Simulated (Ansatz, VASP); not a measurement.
# Two plane-wave programs on GaIr4Ru

Contents of INCAR:

```
PREC = Accurate
ENCUT = 600
EDIFF = 1E-7
ISMEAR = 0
SIGMA = 0.1
LREAL = False
LASPH = True
NELM = 80
ALGO = Normal
ISIF = 3
LWAVE = False
LCHARG = False
GGA = PE
IBRION = 2
NSW = 90
EDIFFG = -0.04
```

File KPOINTS:

```
regular mesh
0
Gamma
  4 4 4
```

POSCAR

```
GaIr4Ru
1.0
    0.0000000000      3.4770402100      3.4770402100
    3.4770402100      0.0000000000      3.4770402100
    3.4770402100      3.4770402100      0.0000000000
Ga Ru Ir
1 1 4
Direct
    0.7500000000      0.7500000000      0.7500000000
    0.0000000000      0.0000000000      0.0000000000
    0.8773100100      0.3742300000      0.3742300000
    0.3742300000      0.3742300000      0.3742300000
    0.3742300000      0.8773100100      0.3742300000
    0.3742300000      0.3742300000      0.8773100100
```

Input for Ansatz:

```yaml
crystal:
  lattice:
    - [0.0, 3.47704021, 3.47704021]
    - [3.47704021, 0.0, 3.47704021]
    - [3.47704021, 3.47704021, 0.0]
  atoms:
    - { symbol: Ga, position: [0.75, 0.75, 0.75] }
    - { symbol: Ru, position: [0.0, 0.0, 0.0] }
    - { symbol: Ir, position: [0.87731001, 0.37423, 0.37423] }
    - { symbol: Ir, position: [0.37423, 0.37423, 0.37423] }
    - { symbol: Ir, position: [0.37423, 0.87731001, 0.37423] }
    - { symbol: Ir, position: [0.37423, 0.37423, 0.87731001] }
basis:
  ecutwfc: 420
kpoints:
  mp_grid: { grid: [4, 4, 4] }
hamiltonian:
  xc: pbe
scf:
  occupations: { method: gaussian, width: 0.1 }
  lower_state_search: "off"
output:
  forces: true
  stress: true
  eigenvalues: true
relax:
  adjacent_minimum: "off"
  f_tol: 0.04
  max_steps: 70
  cell: { stress_tol: 0.4 }
```

Change from the starting cell: species swapped into the HoCdCu4 type (F-43m, No. 216).

Alike in both runs: task relaxation of cell and atoms; functional PBE; k mesh 4 × 4 × 4; occupations gaussian, width 0.1 eV; no spin polarisation.

|  | VASP | Ansatz |
| --- | --- | --- |
| version | VASP 6.6.1 | Ansatz 0.2.0 |
| potentials or method | VASP PAW PBE potentials, release 64 (Ga_d, Ru_pv, Ir), cutoff 600 eV | scalar-relativistic, plane waves, PAW |
| valence electrons in the cell | 63 | 97 |

Ansatz gave:

- gap on the k mesh at the Fermi level, each at its own relaxed structure (eV): none
- relaxed volume (Å³/atom): 15.96
- relaxed cell length with the largest relative difference (Å): 5.136

Task: Estimate VASP's values.

Result: gap on the k mesh at the Fermi level, each at its own relaxed structure (eV): none; relaxed volume (Å³/atom): 16.00; relaxed cell length with the largest relative difference (Å): 5.140.

A gap of «none» marks a metal or a gap that the smearing closes. VASP's potentials hold 63 valence electrons a cell and Ansatz's 97, so a difference there can come from the potentials and not from the codes.

The k mesh is coarse, so the values compare programs but aren't converged. Neither program's run includes spin-orbit coupling.
